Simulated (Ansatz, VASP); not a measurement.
TaN in VASP and in Ansatz

INCAR

```
SYSTEM = TaN
PREC = Accurate
ENCUT = 520
EDIFF = 1E-8
ISMEAR = -1
SIGMA = 0.03
LREAL = .False.
LASPH = .True.
NELM = 60
ALGO = Normal
ISIF = 2
LWAVE = .False.
LCHARG = .False.
LEFG = .True.
NBANDS = 33
```

File KPOINTS:

```
Automatic mesh
0
Gamma
  5 5 8
  0 0 0
```

Contents of POSCAR:

```
TaN
1.0
    5.1849992558      0.0518499926      0.0518499926
   -2.5475962172      4.4644160778      0.0189784145
    0.0290800000      0.0290800000      2.9080000000
Ta N
3 3
Direct
    0.0000000000      0.0000000000      0.0000000000
    0.3333333333      0.6666666667      0.5000000000
    0.6666666667      0.3333333333      0.5000000000
    0.5000000000      0.0000000000      0.0000000000
    0.5000000000      0.5000000000      0.0000000000
    0.0000000000      0.5000000000      0.0000000000
```

Input for Ansatz:

```yaml
crystal:
  lattice:
    - [5.1849992558, 0.0518499926, 0.0518499926]
    - [-2.5475962172, 4.4644160778, 0.0189784145]
    - [0.02908, 0.02908, 2.908]
  atoms:
    - { symbol: Ta, position: [0.0, 0.0, 0.0] }
    - { symbol: Ta, position: [0.3333333333, 0.6666666667, 0.5] }
    - { symbol: Ta, position: [0.6666666667, 0.3333333333, 0.5] }
    - { symbol: "N", position: [0.5, 0.0, 0.0] }
    - { symbol: "N", position: [0.5, 0.5, 0.0] }
    - { symbol: "N", position: [0.0, 0.5, 0.0] }
kpoints:
  mp_grid: { grid: [5, 5, 8] }
scf:
  occupations: { method: fermi_dirac, width: 0.03 }
hamiltonian:
  xc: lda
  pseudopotentials: { kind: all_electron, datasets: crystal }
output:
  forces: true
  stress: true
  eigenvalues: true
  efg: { contact_densities: true }
```

Change from the starting cell: equal xy, yz and zx shear strains of +2 %, crystal datasets.

Alike in both runs: task electric field gradients; functional LDA; k mesh 5 × 5 × 8; occupations fermi-dirac, width 0.03 eV; no spin polarisation.

```csv
,VASP,Ansatz
version,VASP 6.6.1,Ansatz 0.2.0
potentials or method,"VASP PAW LDA potentials, release 64 (Ta_pv, N), cutoff 520 eV","all-electron PAW with datasets made for the crystal, scalar-relativistic"
```

|  | VASP | Ansatz | Ansatz less VASP |
| --- | --- | --- | --- |
| pressure (GPa) | -2.6 | -4.4 | -1.78 |
| traceless stress, the component that is largest in VASP (GPa) | -4.02 | -3.94 | +0.088 |
| rms of the force components (eV/Å) | 0.078 | 0.075 | -0.0023 |
| size of Vzz on the site where it differs most (V/Å²) | 337.9 | 456.5 | +118.56 |

LDA's correlation is that of Perdew and Zunger in VASP and of Perdew and Wang (1992) in Ansatz. Atom by atom the forces differ by 0.002 eV/Å (rms over components). Ansatz ran all-electron here, and VASP with PAW potentials.

Neither program's run includes spin-orbit coupling.
